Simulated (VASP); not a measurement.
# ZnS in VASP: a series of runs

The runs below take ZnS through single point, with PBE.

Program: VASP 6.6.1. These are calculated values, not measurements. Logs are shortened: lines on timing, memory, paths and dates and some standing lists are left out, and cuts for length are marked.

**What was measured.**

From “Electronic, vibrational, and thermodynamic properties of ZnS (zincblende and rocksalt structure)”, 2009, arxiv:0911.5022, for a bulk crystal of ZnS at 19 K: band gap 3.85 eV (direct).

How close the calculation comes is told below.

### Step 1. The cell of the first run

The structure is cubic, space group F-43m (No. 216). Conventional cell: a = 5.404 Å, b = 5.404 Å, c = 5.404 Å, α = 90.00°, β = 90.00°, γ = 90.00°. Within 3.1 Å of Zn (site symmetry -43m) lie 4 S at 2.34 Å. Within 3.1 Å of S (site symmetry -43m) lie 4 Zn at 2.34 Å.

### Step 2. Single point, PBE

The input, INCAR:

```
PREC = Accurate
ENCUT = 520
EDIFF = 1E-6
ISMEAR = 0
SIGMA = 0.01
LREAL = False
LASPH = True
NELM = 80
ALGO = Normal
ISIF = 2
LWAVE = False
LCHARG = False
GGA = PE
NBANDS = 16
```

The input, KPOINTS:

```
Automatic mesh
0
Gamma
  6 6 6
```

The input, POSCAR:

```
ZnS
1.0
    0.0000000000      2.7020000000      2.7020000000
    2.7020000000      0.0000000000      2.7020000000
    2.7020000000      2.7020000000      0.0000000000
Zn S
1 1
Direct
    0.2500000000      0.2500000000      0.2500000000
    0.0000000000      0.0000000000      0.0000000000
```

Potentials or basis: VASP PAW PBE potentials, release 64 (Zn, S).

Command:

```sh
cat potpaw_PBE.64/Zn/POTCAR potpaw_PBE.64/S/POTCAR > POTCAR
mpirun -np 1 vasp_std > vasp.out
```

OUTCAR:

```text
PREC = Accurate
   ENCUT = 520
   EDIFF = 1E-6
   ISMEAR = 0
   LREAL = False
   LASPH = True
   NELM = 80
   ISIF = 2
   GGA = PE

 ion  position               nearest neighbor table
   1  0.250  0.250  0.250-   2 2.34   2 2.34   2 2.34   2 2.34
   2  0.000  0.000  0.000-   1 2.34   1 2.34   1 2.34   1 2.34

  LATTYP: Found a face centered cubic cell.
 ALAT       =     5.4040000000

  Lattice vectors:

 A1 = (   0.0000000000,   2.7020000000,   2.7020000000)
 A2 = (   2.7020000000,   0.0000000000,   2.7020000000)
 A3 = (   2.7020000000,   2.7020000000,   0.0000000000)

Analysis of symmetry for initial positions (statically):
=====================================================================
 Subroutine PRICEL returns:
 Original cell was already a primitive cell.

 Routine SETGRP: Setting up the symmetry group for a
 face centered cubic supercell.

 Subroutine GETGRP returns: Found 24 space group operations
 (whereof 24 operations were pure point group operations)
 out of a pool of 48 trial point group operations.

The static configuration has the point symmetry T_d .

Analysis of symmetry for dynamics (positions and initial velocities):
=====================================================================
 Subroutine PRICEL returns:
 Original cell was already a primitive cell.

 Routine SETGRP: Setting up the symmetry group for a
 face centered cubic supercell.

 Subroutine GETGRP returns: Found 24 space group operations
 (whereof 24 operations were pure point group operations)
 out of a pool of 48 trial point group operations.

The dynamic configuration has the point symmetry T_d .

 Subroutine INISYM returns: Found 24 space group operations
 (whereof 24 operations are pure point group operations),
 and found     1 'primitive' translations

----------------------------------------------------------------------------------------

                                     Primitive cell

  volume of cell :      39.4535

  direct lattice vectors                    reciprocal lattice vectors
     0.000000000  2.702000000  2.702000000    -0.185048113  0.185048113  0.185048113
     2.702000000  0.000000000  2.702000000     0.185048113 -0.185048113  0.185048113
     2.702000000  2.702000000  0.000000000     0.185048113  0.185048113 -0.185048113

  length of vectors
     3.821205046  3.821205046  3.821205046     0.320512733  0.320512733  0.320512733

  position of ions in fractional coordinates (direct lattice)
     0.250000000  0.250000000  0.250000000
     0.000000000  0.000000000  0.000000000

  ion indices of the primitive-cell ions
   primitive index   ion index
                 1           1
                 2           2

----------------------------------------------------------------------------------------

 KPOINTS: Automatic mesh

Automatic generation of k-mesh.
 Grid dimensions read from file:
 generate k-points for:    6    6    6

 Generating k-lattice:

  Cartesian coordinates                     Fractional coordinates (reciprocal lattice)
    -0.030841352  0.030841352  0.030841352     0.166666667  0.000000000  0.000000000
     0.030841352 -0.030841352  0.030841352     0.000000000  0.166666667  0.000000000
     0.030841352  0.030841352 -0.030841352     0.000000000  0.000000000  0.166666667

  Length of vectors
     0.053418789  0.053418789  0.053418789

  Shift w.r.t. Gamma in fractional coordinates (k-lattice)
     0.000000000  0.000000000  0.000000000

 Subroutine IBZKPT returns following result:
 ===========================================

 Found     16 irreducible k-points:

 Following reciprocal coordinates:
            Coordinates               Weight
  0.000000  0.000000  0.000000      1.000000
  0.166667  0.000000  0.000000      8.000000
  0.333333  0.000000  0.000000      8.000000
  0.500000  0.000000  0.000000      4.000000
  0.166667  0.166667  0.000000      6.000000
  0.333333  0.166667  0.000000     24.000000
[... 8 lines left out ...]
 -0.333333  0.333333  0.166667     24.000000
 -0.333333  0.500000  0.166667     12.000000
   k-points           NKPTS =     16   k-points in BZ     NKDIM =     16   number of bands    NBANDS=     16
   number of dos      NEDOS =    301   number of ions     NIONS =      2
   total plane-waves  NPLWV =  21952
   dimension x,y,z NGX =    28 NGY =   28 NGZ =   28
   dimension x,y,z NGXF=    56 NGYF=   56 NGZF=   56
   ions per type =               1   1
   NGX,Y,Z   is equivalent  to a cutoff of  12.18, 12.18, 12.18 a.u.
   NGXF,Y,Z  is equivalent  to a cutoff of  24.36, 24.36, 24.36 a.u.
 SYSTEM =  unknown system
   PREC   = accura    normal or accurate (medium, high low for compatibility)
   ISTART =      0    job   : 0-new  1-cont  2-samecut
   ICHARG =      2    charge: 1-file 2-atom 10-const
   ISPIN  =      1    spin polarized calculation?
   LNONCOLLINEAR =      F non collinear calculations
   LSORBIT =      F    spin-orbit coupling
   LASPH  =      T    aspherical Exc in radial PAW
   ENCUT  =  520.0 eV  38.22 Ry    6.18 a.u.   7.10  7.10  7.10*2*pi/ulx,y,z
   NELM   =     80;   NELMIN=  2; NELMDL= -5     # of ELM steps
   EDIFF  = 0.1E-05   stopping-criterion for ELM
   LREAL  =      F    real-space projection
   EDIFFG = 0.1E-04   stopping-criterion for IOM
   NSW    =      0    number of steps for IOM
   IBRION =     -1    ionic relax: 0-MD 1-quasi-New 2-CG
   NFREE  =      0    steps in history (QN), initial steepest desc. (CG)
   ISIF   =      2    stress and relaxation
   ISYM   =      2    0-nonsym 1-usesym 2-fastsym
   POTIM  = 0.5000    time-step for ionic-motion
   TEBEG  =    0.0;   TEEND  =   0.0 temperature during run
   PSTRESS=    0.0 pullay stress
   NELECT =      18.0000    total number of electrons
   NUPDOWN=      -1.0000    fix difference up-down
   EMIN   =  10.00;   EMAX   =-10.00  energy-range for DOS
   EFERMI =   0.00;   METHOD = LEGACY
   ISMEAR =     0;   SIGMA  =   0.01  broadening in eV -4-tet -1-fermi 0-gaus
   EFERMI_NEDOS =   21; number of points for ismear=-14 and -15
   IALGO  =     38    algorithm
   IMIX   =      4    mixing-type and parameters
     AMIX     =   0.40;   BMIX     =  1.00
     AMIX_MAG =   1.60;   BMIX_MAG =  1.00
  volume/ion in A,a.u.               =      19.73       133.12
  Fermi-wavevector in a.u.,A,eV,Ry     =   1.260290  2.381602 21.610537  1.588330
  Thomas-Fermi vector in A             =   2.393807
   LORBIT       =      0    0 simple, 1 ext, 2 COOP (PROOUT), +10 PAW based schemes
   GGA     = PE    functional components
   LHFCALC =     F    Hartree Fock is set to
   AEXX    =    0.0000 exact exchange contribution
   IVDW    =     0    specifies the selected vdW correction
   LEPSILON=     F    determine dielectric tensor
   LRPA    =     F    only Hartree local field effects (RPA)
 non-spin polarized calculation
 Gauss-broadening in eV      SIGMA  =   0.01
  energy-cutoff  :      520.00
  volume of cell :       39.45
 maximum number of plane-waves:      1073
   NGX = 15   NGY = 15   NGZ = 15

 number of electron      18.0000000 magnetization

 Free energy of the ion-electron system (eV)
  ---------------------------------------------------
  ext. energy  EPLUGINS =         0.00000000
  ---------------------------------------------------
  free energy    TOTEN  =        -6.84419332 eV

  energy without entropy =       -6.84419332  energy(sigma->0) =       -6.84419332

 E-fermi :   2.1625     XC(G=0):  -9.6293

 val. band max:        2.1092047491   @ k =   0.0000   0.0000   0.0000
 cond. band min:       4.2224118734   @ k =   0.0000   0.0000   0.0000
 fundamental gap:      2.1132071243
 Fermi energy:         2.1625276587

 k-point     1 :       0.0000    0.0000    0.0000
  band No.  band energies     occupation
      1     -11.0309      2.00000
      2      -4.2318      2.00000
      3      -4.2318      2.00000
      4      -4.2318      2.00000
      5      -3.7339      2.00000
      6      -3.7339      2.00000
[... 8 lines left out ...]
     15      13.8710      0.00000
     16      13.9787      0.00000

 k-point     2 :       0.1667    0.0000    0.0000
  band No.  band energies     occupation
      1     -10.8284      2.00000
      2      -4.2245      2.00000
      3      -4.1965      2.00000
      4      -4.1965      2.00000
      5      -3.7358      2.00000
      6      -3.7358      2.00000
[... 8 lines left out ...]
     15      13.0851      0.00000
     16      14.8124      0.00000

 k-point     3 :       0.3333    0.0000    0.0000
  band No.  band energies     occupation
      1     -10.3693      2.00000
      2      -4.1378      2.00000
      3      -4.1378      2.00000
      4      -4.0672      2.00000
      5      -3.7220      2.00000
      6      -3.7220      2.00000
[... 8 lines left out ...]
     15      13.6947      0.00000
     16      13.9757      0.00000

 k-point     4 :       0.5000    0.0000    0.0000
  band No.  band energies     occupation
      1     -10.1036      2.00000
      2      -4.1169      2.00000
      3      -4.1168      2.00000
      4      -3.7035      2.00000
      5      -3.7035      2.00000
      6      -3.5311      2.00000
[... 8 lines left out ...]
     15      15.5166      0.00000
     16      15.5166      0.00000
[... 172 lines left out ...]
 k-point    14 :       0.5000    0.3333    0.1667
  band No.  band energies     occupation
      1     -10.0508      2.00000
      2      -4.1392      2.00000
      3      -4.0524      2.00000
      4      -3.9351      2.00000
      5      -3.7108      2.00000
      6      -3.6586      2.00000
[... 8 lines left out ...]
     15      16.0630      0.00000
     16      16.6795      0.00000

 k-point    15 :      -0.3333    0.3333    0.1667
  band No.  band energies     occupation
      1      -9.8700      2.00000
      2      -4.0988      2.00000
      3      -4.0110      2.00000
      4      -3.7864      2.00000
      5      -3.7437      2.00000
      6      -3.4208      2.00000
[... 8 lines left out ...]
     15      15.8508      0.00000
     16      16.5339      0.00000

 k-point    16 :      -0.3333    0.5000    0.1667
  band No.  band energies     occupation
      1      -9.7870      2.00000
      2      -4.1400      2.00000
      3      -3.9379      2.00000
      4      -3.8501      2.00000
      5      -3.7108      2.00000
      6      -3.3795      2.00000
[... 8 lines left out ...]
     15      16.0175      0.00000
     16      16.9649      0.00000

------------------------ aborting loop because EDIFF is reached ----------------------------------------

  FORCE on cell =-STRESS in cart. coord.  units (eV):
  Direction    XX          YY          ZZ          XY          YZ          ZX
  --------------------------------------------------------------------------------------
  -------------------------------------------------------------------------------------
  Total        0.4367987      0.4367987      0.4367987      0.0000000      0.0000000      0.0000000
  in kB       17.7380487     17.7380487     17.7380487      0.0000000      0.0000000      0.0000000
  external PRESSURE =      17.7380487 kB  Pullay stress =       0.0000000 kB

 VOLUME and BASIS-vectors are now :
 -----------------------------------------------------------------------------
  energy-cutoff  :      520.00
  volume of cell :       39.45
      direct lattice vectors                 reciprocal lattice vectors
     0.000000000  2.702000000  2.702000000    -0.185048113  0.185048113  0.185048113
     2.702000000  0.000000000  2.702000000     0.185048113 -0.185048113  0.185048113
     2.702000000  2.702000000  0.000000000     0.185048113  0.185048113 -0.185048113

 POSITION                                       TOTAL-FORCE (eV/Angst)
 -----------------------------------------------------------------------------------
      1.35100      1.35100      1.35100        -0.000000     -0.000000     -0.000000
      0.00000      0.00000      0.00000         0.000000      0.000000      0.000000
 -----------------------------------------------------------------------------------
    total drift:                               -0.000001     -0.000001     -0.000001

  FREE ENERGIE OF THE ION-ELECTRON SYSTEM (eV)
  ---------------------------------------------------
  free  energy   TOTEN  =        -6.8441933222 eV

  energy  without entropy=       -6.8441933222  energy(sigma->0) =       -6.84419332
```

Run time: 4.6 s. Hardware: 1 thread of Intel Xeon 6975P-C (Granite Rapids), shared host; peak memory 0.15 GiB.

Results:

```
Free energy            : -6.8442 eV
Pressure               : 1.8 GPa
Band gap on the k mesh : 2.11 eV, direct
```

### Step 3. Single point, PBE

The input, INCAR:

```
PREC     = Accurate       # precision mode
ENCUT    = 520            # plane-wave cutoff, eV
EDIFF    = 1E-7           # SCF threshold, eV
ISMEAR   = 0              # smearing method
SIGMA    = 0.01           # smearing width, eV
LREAL    = F              # projectors in reciprocal space
LASPH    = T              # aspherical terms in the spheres
NELM     = 60             # most SCF steps
ALGO     = Normal         # electronic algorithm
ISIF     = 2              # what is computed and relaxed
LWAVE    = F              # write WAVECAR
LCHARG   = F              # write CHGCAR
GGA      = PE             # functional
NBANDS   = 16             # bands
```

KPOINTS is that of step 2.

Edit POSCAR of step 2 so:

```diff
@@ -9,2 +9,2 @@
     0.2500000000      0.2500000000      0.2500000000
-    0.0000000000      0.0000000000      0.0000000000
+   -0.0185048113     -0.0185048113      0.0185048113
```

Potentials or basis: VASP PAW PBE potentials, release 64 (Zn, S).

Command:

```sh
cat potpaw_PBE.64/Zn/POTCAR potpaw_PBE.64/S/POTCAR > POTCAR
mpirun -np 1 vasp_std > vasp.out
```

Run time: 12 s. Hardware: 1 thread of Intel Xeon 6975P-C (Granite Rapids), shared host; peak memory 0.17 GiB.

It converged, with:

- Free energy: -6.8151 eV
- Pressure: 2.1 GPa
- Largest force: 0.579 eV/Å
- Band gap on the k mesh: 2.05 eV, direct

Forces on the atoms (eV/Å):
```
Zn   0.000  0.000 -0.579
S    0.000  0.000  0.579
```

Stress tensor (GPa, compression positive):
```
 2.23 -2.35  0.00
-2.35  2.23  0.00
 0.00  0.00  1.89
```

Levels at points of the mesh, in eV from the valence-band top:
| k point | band 5 | band 6 | band 7 | band 8 | band 9 | band 10 | band 11 | band 12 | band 13 | band 14 |
| --- | --- | --- | --- | --- | --- | --- | --- | --- | --- | --- |
| (0.00, 0.00, 0.00) | -5.93 | -5.93 | -0.18 | -0.05 | 0.00 | 2.05 | 6.31 | 6.32 | 6.41 | 11.68 |
| (0.50, 0.00, 0.00) | -5.89 | -5.74 | -5.49 | -1.09 | -0.83 | 3.33 | 6.69 | 7.18 | 8.86 | 12.04 |
| (0.00, 0.00, 0.50) | -5.89 | -5.72 | -5.20 | -1.05 | -0.76 | 3.16 | 6.55 | 7.03 | 8.74 | 12.11 |
| (0.50, 0.50, 0.00) | -5.85 | -5.71 | -4.61 | -2.33 | -2.25 | 3.28 | 4.06 | 10.89 | 11.76 | 12.05 |
| (0.00, 0.50, 0.50) | -5.85 | -5.71 | -4.63 | -2.28 | -2.26 | 3.32 | 3.99 | 10.90 | 11.91 | 11.94 |

Expect the measured gap to be larger: semilocal functionals such as PBE lack the derivative discontinuity.

### Step 4. Single point, PBE

The input, INCAR:

```
SYSTEM = ZnS
ALGO = Normal ; EDIFF = 1E-6
ENCUT = 520 ; GGA = PE
ISIF = 2 ; ISMEAR = 0
LASPH = .True. ; LCHARG = .False.
LREAL = .False. ; LWAVE = .False.
NBANDS = 16 ; NELM = 60
PREC = Accurate ; SIGMA = 0.01
```

The input, KPOINTS:

```
k-points
0
Gamma
  6 6 6
  0 0 0
```

Edit POSCAR of step 3 so:

```diff
@@ -9,2 +9,2 @@
     0.2500000000      0.2500000000      0.2500000000
-   -0.0185048113     -0.0185048113      0.0185048113
+    0.0185048113      0.0185048113     -0.0185048113
```

Command:

```sh
cat potpaw_PBE.64/Zn/POTCAR potpaw_PBE.64/S/POTCAR > POTCAR
mpirun -np 1 vasp_std > vasp.out
```

Run time: 10 s. Hardware: 1 thread of Intel Xeon 6975P-C (Granite Rapids), shared host; peak memory 0.16 GiB.

It converged, with:

| Quantity | Value |
| --- | --- |
| Free energy | -6.8151 eV |
| Pressure | 2.1 GPa |
| Largest force | 0.579 eV/Å |
| Band gap on the k mesh | 2.05 eV, direct |

Forces in eV/Å, atoms in the order of the input:
```
Zn   0.000  0.000  0.579
S    0.000  0.000 -0.579
```

Stress tensor (GPa, compression positive):
```
2.23 2.35 0.00
2.35 2.23 0.00
0.00 0.00 1.89
```

Levels at points of the mesh, in eV from the valence-band top:
| k point | band 6 | band 7 | band 8 | band 9 | band 10 | band 11 | band 12 | band 13 |
| --- | --- | --- | --- | --- | --- | --- | --- | --- |
| (0.00, 0.00, 0.00) | -5.93 | -0.18 | -0.05 | 0.00 | 2.05 | 6.31 | 6.32 | 6.41 |
| (0.50, 0.00, 0.00) | -5.72 | -5.20 | -1.05 | -0.76 | 3.16 | 6.55 | 7.03 | 8.74 |
| (0.00, 0.00, 0.50) | -5.74 | -5.49 | -1.09 | -0.83 | 3.33 | 6.69 | 7.18 | 8.86 |
| (0.50, 0.50, 0.00) | -5.71 | -4.61 | -2.33 | -2.25 | 3.28 | 4.06 | 10.89 | 11.76 |
| (0.00, 0.50, 0.50) | -5.71 | -4.63 | -2.28 | -2.26 | 3.32 | 3.99 | 10.90 | 11.91 |

A hybrid or GW would open this gap; PBE tends to underestimate it.

### Step 5. How close it comes

Step 2. Against the measured gap of ZnS, 3.85 eV (direct; 19 K; quoted in “Electronic, vibrational, and thermodynamic properties of ZnS (zincblende and rocksalt structure)”, 2009, arxiv:0911.5022), the calculated 2.11 eV is off by -1.74 eV. The value is that of PBE, without temperature or zero-point motion. Semilocal functionals fall short of measured gaps as a rule.
